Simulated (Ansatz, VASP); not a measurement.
## CdS in VASP and in Ansatz

```
CELL_PARAMETERS angstrom
0.00000 2.79484 2.79484
2.79484 0.00000 2.79484
2.79484 2.79484 0.00000
ATOMIC_POSITIONS crystal
Cd 0.00000 0.00000 0.00000
S 0.25000 0.25000 0.25000
```

Alike in both runs: task single point; functional LDA; k mesh 6 × 6 × 6; no spin polarisation.

|  | VASP | Ansatz |
| --- | --- | --- |
| version | VASP 6.6.1 | Ansatz 0.2.0 |
| potentials or method | VASP PAW LDA potentials, release 64 (Cd, S), cutoff 520 eV | plane waves, PAW |
| occupations | gaussian, width 0.1 eV | gaussian |
| valence electrons in the cell | 18 | 26 |

|  | VASP | Ansatz | Ansatz less VASP |
| --- | --- | --- | --- |
| pressure (GPa) | 8.2 | 7.4 | -0.79 |

LDA's correlation is that of Perdew and Zunger in VASP and of Perdew and Wang (1992) in Ansatz. VASP's potentials hold 18 valence electrons a cell and Ansatz's 26, so a difference there can come from the potentials and not from the codes.
